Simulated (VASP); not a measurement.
# KI (P1) in VASP: further runs

KI is run at these levels: r2SCAN; tasks: single point.

All numbers are computed with VASP 6.6.1; they aren't measurements. Logs are shortened: lines on timing, memory, paths and dates and some standing lists are left out, and cuts for length are marked.

### Step 1. The cell of the first run

The typed cell holds 2 atoms: a = 4.988 Å, b = 4.988 Å, c = 4.988 Å, α = 60.00°, β = 60.00°, γ = 60.00°.

### Step 2. Single point, r2SCAN

File POSCAR:

```
KI
1.0
    0.0000000000      3.5268821927      3.5268821927
    3.5268821927      0.0000000000      3.5268821927
    3.5268821927      3.5268821927      0.0000000000
K I
1 1
Direct
    0.9927000000      0.0452400000      0.9804300000
    0.4507500000      0.5403300000      0.5455700000
```

File INCAR.step1:

```
PREC     = Accurate       # precision mode
ENCUT    = 550            # plane-wave cutoff, eV
ISMEAR   = -1             # smearing method
SIGMA    = 0.05           # smearing width, eV
LREAL    = F              # projectors in reciprocal space
LASPH    = T              # aspherical terms in the spheres
NELM     = 120            # most SCF steps
NBANDS   = 15             # bands
GGA      = PE             # functional
ALGO     = Normal         # electronic algorithm
EDIFF    = 1E-5           # SCF threshold, eV
LWAVE    = T              # write WAVECAR
LCHARG   = F              # write CHGCAR
GGA_COMPAT= F
```

File INCAR.step2:

```
PREC     = Accurate       # precision mode
ENCUT    = 550            # plane-wave cutoff, eV
EDIFF    = 1E-6           # SCF threshold, eV
ISMEAR   = -1             # smearing method
SIGMA    = 0.05           # smearing width, eV
LREAL    = F              # projectors in reciprocal space
LASPH    = T              # aspherical terms in the spheres
NELM     = 120            # most SCF steps
ALGO     = Normal         # electronic algorithm
ISIF     = 2              # what is computed and relaxed
LWAVE    = F              # write WAVECAR
LCHARG   = F              # write CHGCAR
METAGGA  = R2SCAN         # meta-GGA
LMIXTAU  = T            
NBANDS   = 15             # bands
ISTART   = 1            
GGA_COMPAT= F
```

File KPOINTS:

```
Automatic mesh
0
Gamma
  3 3 3
```

Potentials or basis: VASP PAW PBE potentials, release 64 (K_sv, I).

Started as:

```bash
$ cat potpaw_PBE.64/K_sv/POTCAR potpaw_PBE.64/I/POTCAR > POTCAR
$ cp INCAR.step1 INCAR
$ mpirun -np 1 vasp_std > vasp.out
$ cp INCAR.step2 INCAR
$ mpirun -np 1 vasp_std > vasp.out
```

OUTCAR:

```text
PREC = Accurate
   ENCUT = 550
   EDIFF = 1E-6
   ISMEAR = -1
   LREAL = F
   LASPH = T
   NELM = 120
   ISIF = 2
   METAGGA = R2SCAN
   ISTART = 1

 ion  position               nearest neighbor table
   1  0.993  0.045  0.980-   2 3.32   2 3.37   2 3.46   2 3.62
   2  0.451  0.540  0.546-   1 3.32   1 3.37   1 3.46   1 3.62

  LATTYP: Found a face centered cubic cell.
 ALAT       =     7.0537643854

  Lattice vectors:

 A1 = (   0.0000000000,   3.5268821927,   3.5268821927)
 A2 = (   3.5268821927,   0.0000000000,   3.5268821927)
 A3 = (   3.5268821927,   3.5268821927,   0.0000000000)

Analysis of symmetry for initial positions (statically):
=====================================================================
 Subroutine PRICEL returns:
 Original cell was already a primitive cell.

 Routine SETGRP: Setting up the symmetry group for a
 face centered cubic supercell.

 Subroutine GETGRP returns: Found  1 space group operations
 (whereof  1 operations were pure point group operations)
 out of a pool of 48 trial point group operations.

The static configuration has the point symmetry C_1 .

Analysis of symmetry for dynamics (positions and initial velocities):
=====================================================================
 Subroutine PRICEL returns:
 Original cell was already a primitive cell.

 Routine SETGRP: Setting up the symmetry group for a
 face centered cubic supercell.

 Subroutine GETGRP returns: Found  1 space group operations
 (whereof  1 operations were pure point group operations)
 out of a pool of 48 trial point group operations.

The dynamic configuration has the point symmetry C_1 .

 Subroutine INISYM returns: Found  1 space group operations
 (whereof  1 operations are pure point group operations),
 and found     1 'primitive' translations

----------------------------------------------------------------------------------------

                                     Primitive cell

  volume of cell :      87.7411

  direct lattice vectors                    reciprocal lattice vectors
     0.000000000  3.526882193  3.526882193    -0.141768274  0.141768274  0.141768274
     3.526882193  0.000000000  3.526882193     0.141768274 -0.141768274  0.141768274
     3.526882193  3.526882193  0.000000000     0.141768274  0.141768274 -0.141768274

  length of vectors
     4.987764630  4.987764630  4.987764630     0.245549853  0.245549853  0.245549853

  position of ions in fractional coordinates (direct lattice)
     0.992700000  0.045240000  0.980430000
     0.450750000  0.540330000  0.545570000

  ion indices of the primitive-cell ions
   primitive index   ion index
                 1           1
                 2           2

----------------------------------------------------------------------------------------

 KPOINTS: Automatic mesh

Automatic generation of k-mesh.
 Grid dimensions read from file:
 generate k-points for:    3    3    3

 Generating k-lattice:

  Cartesian coordinates                     Fractional coordinates (reciprocal lattice)
    -0.047256091  0.047256091  0.047256091     0.333333333  0.000000000  0.000000000
     0.047256091 -0.047256091  0.047256091     0.000000000  0.333333333  0.000000000
     0.047256091  0.047256091 -0.047256091     0.000000000  0.000000000  0.333333333

  Length of vectors
     0.081849951  0.081849951  0.081849951

  Shift w.r.t. Gamma in fractional coordinates (k-lattice)
     0.000000000  0.000000000  0.000000000

 Subroutine IBZKPT returns following result:
 ===========================================

 Found     14 irreducible k-points:

 Following reciprocal coordinates:
            Coordinates               Weight
  0.000000  0.000000  0.000000      1.000000
  0.333333  0.000000  0.000000      2.000000
  0.000000  0.333333  0.000000      2.000000
  0.000000  0.000000  0.333333      2.000000
  0.333333  0.333333  0.333333      2.000000
  0.333333  0.333333  0.000000      2.000000
  0.000000  0.333333  0.333333      2.000000
  0.333333  0.000000  0.333333      2.000000
 -0.333333  0.333333  0.000000      2.000000
  0.000000 -0.333333  0.333333      2.000000
  0.333333  0.000000 -0.333333      2.000000
  0.333333  0.333333 -0.333333      2.000000
 -0.333333  0.333333 -0.333333      2.000000
  0.333333 -0.333333 -0.333333      2.000000
   k-points           NKPTS =     14   k-points in BZ     NKDIM =     14   number of bands    NBANDS=     15
   number of dos      NEDOS =    301   number of ions     NIONS =      2
   total plane-waves  NPLWV =  64000
   dimension x,y,z NGX =    40 NGY =   40 NGZ =   40
   dimension x,y,z NGXF=    80 NGYF=   80 NGZF=   80
   ions per type =               1   1
   NGX,Y,Z   is equivalent  to a cutoff of  13.33, 13.33, 13.33 a.u.
   NGXF,Y,Z  is equivalent  to a cutoff of  26.66, 26.66, 26.66 a.u.
 SYSTEM =  unknown system
   PREC   = accura    normal or accurate (medium, high low for compatibility)
   ISTART =      1    job   : 0-new  1-cont  2-samecut
   ICHARG =      0    charge: 1-file 2-atom 10-const
   ISPIN  =      1    spin polarized calculation?
   LNONCOLLINEAR =      F non collinear calculations
   LSORBIT =      F    spin-orbit coupling
   LASPH  =      T    aspherical Exc in radial PAW
   ENCUT  =  550.0 eV  40.42 Ry    6.36 a.u.   9.54  9.54  9.54*2*pi/ulx,y,z
   NELM   =    120;   NELMIN=  2; NELMDL=  0     # of ELM steps
   EDIFF  = 0.1E-05   stopping-criterion for ELM
   LREAL  =      F    real-space projection
   EDIFFG = 0.1E-04   stopping-criterion for IOM
   NSW    =      0    number of steps for IOM
   IBRION =     -1    ionic relax: 0-MD 1-quasi-New 2-CG
   NFREE  =      0    steps in history (QN), initial steepest desc. (CG)
   ISIF   =      2    stress and relaxation
   ISYM   =      2    0-nonsym 1-usesym 2-fastsym
   POTIM  = 0.5000    time-step for ionic-motion
   TEBEG  =    0.0;   TEEND  =   0.0 temperature during run
   PSTRESS=    0.0 pullay stress
   NELECT =      16.0000    total number of electrons
   NUPDOWN=      -1.0000    fix difference up-down
   EMIN   =  10.00;   EMAX   =-10.00  energy-range for DOS
   EFERMI =   0.00;   METHOD = LEGACY
   ISMEAR =    -1;   SIGMA  =   0.05  broadening in eV -4-tet -1-fermi 0-gaus
   EFERMI_NEDOS =   21; number of points for ismear=-14 and -15
   IALGO  =     38    algorithm
   IMIX   =      4    mixing-type and parameters
     AMIX     =   0.40;   BMIX     =  1.00
     AMIX_MAG =   1.60;   BMIX_MAG =  1.00
  volume/ion in A,a.u.               =      43.87       296.05
  Fermi-wavevector in a.u.,A,eV,Ry     =   0.928355  1.754336 11.726075  0.861842
  Thomas-Fermi vector in A             =   2.054522
   LORBIT       =      0    0 simple, 1 ext, 2 COOP (PROOUT), +10 PAW based schemes
   METAGGA = R2SCAN    functional components
   LHFCALC =     F    Hartree Fock is set to
   AEXX    =    0.0000 exact exchange contribution
   IVDW    =     0    specifies the selected vdW correction
   LEPSILON=     F    determine dielectric tensor
   LRPA    =     F    only Hartree local field effects (RPA)
 non-spin polarized calculation
  energy-cutoff  :      550.00
  volume of cell :       87.74
 maximum number of plane-waves:      2637
 NGX is ok and might be reduce to    40
   NGX = 19   NGY = 19   NGZ = 19

 number of electron      16.0000001 magnetization

 Free energy of the ion-electron system (eV)
  ---------------------------------------------------
  ext. energy  EPLUGINS =         0.00000000
  ---------------------------------------------------
  free energy    TOTEN  =       -33.92665751 eV

  energy without entropy =      -33.92665751  energy(sigma->0) =      -33.92665751

 E-fermi :   0.3690     XC(G=0):  -7.5262

 val. band max:       -0.7360531166   @ k =   0.0000   0.0000   0.0000
 cond. band min:       3.8920446873   @ k =   0.0000   0.0000   0.0000
 fundamental gap:      4.6280978039
 Fermi energy:         0.3689916917

 k-point     1 :       0.0000    0.0000    0.0000
  band No.  band energies     occupation
      1     -30.3668      2.00000
      2     -13.0991      2.00000
      3     -13.0877      2.00000
      4     -13.0847      2.00000
      5     -11.5353      2.00000
      6      -0.7483      2.00000
      7      -0.7441      2.00000
      8      -0.7361      2.00000
      9       3.8920      0.00000
     10       6.3114      0.00000
     11       6.3555      0.00000
     12       6.4368      0.00000
     13       7.2257      0.00000
     14       7.2721      0.00000
     15       9.4426      0.00000

 k-point     2 :       0.3333    0.0000    0.0000
  band No.  band energies     occupation
      1     -30.3652      2.00000
      2     -13.2158      2.00000
      3     -13.0904      2.00000
      4     -13.0885      2.00000
      5     -11.3101      2.00000
      6      -1.7832      2.00000
      7      -0.9942      2.00000
      8      -0.9744      2.00000
      9       5.1698      0.00000
     10       6.8452      0.00000
     11       7.2931      0.00000
     12       7.3611      0.00000
     13       8.4967      0.00000
     14       8.5573      0.00000
     15       9.7467      0.00000

 k-point     3 :       0.0000    0.3333    0.0000
  band No.  band energies     occupation
      1     -30.3651      2.00000
      2     -13.2193      2.00000
      3     -13.0924      2.00000
      4     -13.0875      2.00000
      5     -11.3052      2.00000
      6      -1.7842      2.00000
      7      -0.9851      2.00000
      8      -0.9656      2.00000
      9       5.1555      0.00000
     10       6.7776      0.00000
     11       7.2743      0.00000
     12       7.3444      0.00000
     13       8.5114      0.00000
     14       8.6570      0.00000
     15       9.7568      0.00000

 k-point     4 :       0.0000    0.0000    0.3333
  band No.  band energies     occupation
      1     -30.3652      2.00000
      2     -13.2115      2.00000
      3     -13.0899      2.00000
      4     -13.0871      2.00000
      5     -11.3162      2.00000
      6      -1.7808      2.00000
      7      -1.0007      2.00000
      8      -0.9942      2.00000
      9       5.1913      0.00000
     10       6.9487      0.00000
     11       7.3478      0.00000
     12       7.3689      0.00000
     13       8.4184      0.00000
     14       8.4497      0.00000
     15       9.7282      0.00000
[... 127 lines left out ...]
 k-point    12 :       0.3333    0.3333   -0.3333
  band No.  band energies     occupation
      1     -30.3641      2.00000
      2     -13.1880      2.00000
      3     -13.1200      2.00000
      4     -13.0957      2.00000
      5     -11.2917      2.00000
      6      -1.6472      2.00000
      7      -1.4942      2.00000
      8      -1.1121      2.00000
      9       5.7779      0.00000
     10       6.7811      0.00000
     11       7.2029      0.00000
     12       8.3077      0.00000
     13       8.4383      0.00000
     14       8.8400      0.00000
     15      10.1976      0.00000

 k-point    13 :      -0.3333    0.3333   -0.3333
  band No.  band energies     occupation
      1     -30.3641      2.00000
      2     -13.1917      2.00000
      3     -13.1172      2.00000
      4     -13.0992      2.00000
      5     -11.2871      2.00000
      6      -1.6424      2.00000
      7      -1.5015      2.00000
      8      -1.0962      2.00000
      9       5.7089      0.00000
     10       6.8812      0.00000
     11       7.0891      0.00000
     12       8.1889      0.00000
     13       8.5055      0.00000
     14       8.9942      0.00000
     15      10.2524      0.00000

 k-point    14 :       0.3333   -0.3333   -0.3333
  band No.  band energies     occupation
      1     -30.3641      2.00000
      2     -13.1901      2.00000
      3     -13.1217      2.00000
      4     -13.0958      2.00000
      5     -11.2883      2.00000
      6      -1.6439      2.00000
      7      -1.4897      2.00000
      8      -1.1019      2.00000
      9       5.7346      0.00000
     10       6.6977      0.00000
     11       7.2334      0.00000
     12       8.2940      0.00000
     13       8.4381      0.00000
     14       8.9041      0.00000
     15      10.2296      0.00000

------------------------ aborting loop because EDIFF is reached ----------------------------------------

  FORCE on cell =-STRESS in cart. coord.  units (eV):
  Direction    XX          YY          ZZ          XY          YZ          ZX
  --------------------------------------------------------------------------------------
  -------------------------------------------------------------------------------------
  Total        0.5048088      0.1542536      0.3392094     -0.0391149      0.0292558      0.0822563
  in kB        9.2179564      2.8167157      6.1940619     -0.7142494      0.5342186      1.5020243
  external PRESSURE =       6.0762447 kB  Pullay stress =       0.0000000 kB

 VOLUME and BASIS-vectors are now :
 -----------------------------------------------------------------------------
  energy-cutoff  :      550.00
  volume of cell :       87.74
      direct lattice vectors                 reciprocal lattice vectors
     0.000000000  3.526882193  3.526882193    -0.141768274  0.141768274  0.141768274
     3.526882193  0.000000000  3.526882193     0.141768274 -0.141768274  0.141768274
     3.526882193  3.526882193  0.000000000     0.141768274  0.141768274 -0.141768274

 POSITION                                       TOTAL-FORCE (eV/Angst)
 -----------------------------------------------------------------------------------
      3.61742      6.95900      3.66069         0.275053      0.090700     -0.199450
      3.82984      3.51390      3.49542        -0.275053     -0.090700      0.199450
 -----------------------------------------------------------------------------------
    total drift:                                0.000014     -0.000071      0.000084

  FREE ENERGIE OF THE ION-ELECTRON SYSTEM (eV)
  ---------------------------------------------------
  free  energy   TOTEN  =       -33.9266575104 eV

  energy  without entropy=      -33.9266575103  energy(sigma->0) =      -33.92665751
```

Run time: 59 s. Hardware: 1 thread of Intel Xeon Platinum 8488C (Sapphire Rapids), shared host; peak memory 0.25 GiB.

Results:

| Quantity | Value |
| --- | --- |
| Free energy | -33.9267 eV |
| Pressure | 0.6 GPa |
| Largest force | 0.352 eV/Å |
| Band gap on the k mesh | 4.63 eV |

Forces in eV/Å, atoms in the order of the input:
```
K    0.275  0.091 -0.199
I   -0.275 -0.091  0.199
```

Stress tensor (GPa, compression positive):
```
 0.92 -0.07  0.15
-0.07  0.28  0.05
 0.15  0.05  0.62
```

Levels at points of the mesh, in eV from the valence-band top:
```csv
k point,band 4,band 5,band 6,band 7,band 8,band 9,band 10,band 11,band 12,band 13
"(0.00, 0.00, 0.00)",-12.35,-10.80,-0.01,-0.01,0.00,4.63,7.05,7.09,7.17,7.96
```

Caveat: the k points lie up to 0.51 Å⁻¹ apart; the PAW data sets were made with another functional, which shifts forces and pressure a little; spin-orbit coupling is left out, which moves the levels of the heavy elements. r2SCAN opens gaps a little over a GGA but as a rule still falls short of measured ones.

[end of part 1 of 2]
